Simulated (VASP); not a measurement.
Te2Mo, 9 atoms in the cell. The cell holds a slab with vacuum, 9 atoms: a = 3.297 Å, b = 3.297 Å, c = 31.717 Å, α = 90.00°, β = 90.00°, γ = 120.00°.  This cell differs from its parent crystal: strain -0.050 along x and y, +0.050 along z.

* Program: VASP 6.6.1
* Task: single point
* Functional: LDA
* Potentials or basis: VASP PAW LDA potentials, release 64 (Te, Mo_sv)
* Cutoff: 520 eV
* k mesh: 12 × 12 × 1
* Occupations: gaussian, width 0.05 eV
* Spin: no spin polarisation
* Dipole correction: no
* Further INCAR settings: ALGO = Normal; EDIFF = 1e-07; NBANDS = 49

Potentials or basis: VASP PAW LDA potentials, release 64 (Te, Mo_sv).

Launch:

```sh
$ cat potpaw_LDA.64/Te/POTCAR potpaw_LDA.64/Mo_sv/POTCAR > POTCAR
$ mpirun -np 1 vasp_std > vasp.out
```

Hardware: 1 thread of Oxide Virtual Turin-like Processor, on a shared host.

Q: How long does it take, and how much memory?

A: Wall time 13 min on 1 thread of Oxide Virtual Turin-like Processor, with other jobs on the host, peak memory 0.43 GiB. Counts: scf iterations 27, k points 19.
